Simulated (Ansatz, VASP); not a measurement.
One calculation of Pb, two programs

```
CELL_PARAMETERS angstrom
0.00000 2.43755 2.43755
2.43755 0.00000 2.43755
2.43755 2.43755 0.00000
ATOMIC_POSITIONS crystal
Pb 0.00000 0.00000 0.00000
```

Alike in both runs: task single point; functional LDA; k mesh 2 × 2 × 2; occupations fermi-dirac, width 0.1 eV; no spin polarisation.

|  | VASP | Ansatz |
| --- | --- | --- |
| version | VASP 6.6.1 | Ansatz 0.2.0 |
| potentials or method | VASP PAW LDA potentials, release 64 (Pb_d), cutoff 520 eV | plane waves (420 eV) with PAW, scalar-relativistic |
| valence electrons in the cell | 14 | 14 |

|  | VASP | Ansatz | Ansatz less VASP |
| --- | --- | --- | --- |
| pressure (GPa) | -9.2 | -9.3 | -0.11 |

Ansatz warns that its potentials were made for another functional, while VASP's fit it. LDA's correlation is that of Perdew and Zunger in VASP and of Perdew and Wang (1992) in Ansatz.

The k mesh is coarse, so the values compare programs but aren't converged. Spin-orbit coupling is off throughout.
